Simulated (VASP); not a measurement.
Here is a VASP 6.6.1 calculation.

POSCAR

```
InAs
1.0
    0.0000000000      2.9934986636      2.9934986636
    2.9934986636      0.0000000000      2.9934986636
    2.9934986636      2.9934986636      0.0000000000
In As
1 1
Direct
    0.0000000000      0.0000000000      0.0000000000
    0.2500000000      0.2500000000      0.2500000000
```

File INCAR.step1:

```
SYSTEM = InAs
PREC = Accurate ; ENCUT = 520
EDIFF = 1E-5 ; ISMEAR = -1
SIGMA = 0.02 ; LREAL = .FALSE.
LASPH = .TRUE. ; NELM = 80
ALGO = Normal ; ISIF = 2
LWAVE = .TRUE. ; LCHARG = .FALSE.
GGA = PE ; NBANDS = 16
```

Contents of INCAR.step2:

```
SYSTEM = InAs
PREC = Accurate ; ENCUT = 520
EDIFF = 1E-6 ; ISMEAR = -1
SIGMA = 0.02 ; LREAL = .FALSE.
LASPH = .TRUE. ; NELM = 80
ALGO = Normal ; ISIF = 2
LWAVE = .FALSE. ; LCHARG = .FALSE.
GGA = PE ; LHFCALC = .TRUE.
HFSCREEN = 0.2079 ; PRECFOCK = Normal
ISTART = 1 ; NBANDS = 16
```

The input KPOINTS:

```
regular mesh
0
G
  6 6 6
  0 0 0
```

Potentials or basis: VASP PAW PBE potentials, release 64 (In_d, As).

The run is started by

```console
$ cat potpaw_PBE.64/In_d/POTCAR potpaw_PBE.64/As/POTCAR > POTCAR
$ cp INCAR.step1 INCAR
$ mpirun -np 1 vasp_std > vasp.out
$ cp INCAR.step2 INCAR
$ mpirun -np 1 vasp_std > vasp.out
```

Q: Estimate the pressure.

A: 3.8 GPa.

Q: Predict the band gap on the k mesh.

A: 0.72 eV.

Caveat: the cell differs from its parent crystal (strain -2.0%); the cell stands under pressure; the PAW data sets were made with another functional, which shifts forces and pressure a little; spin-orbit coupling is left out, which moves the levels of the heavy elements.
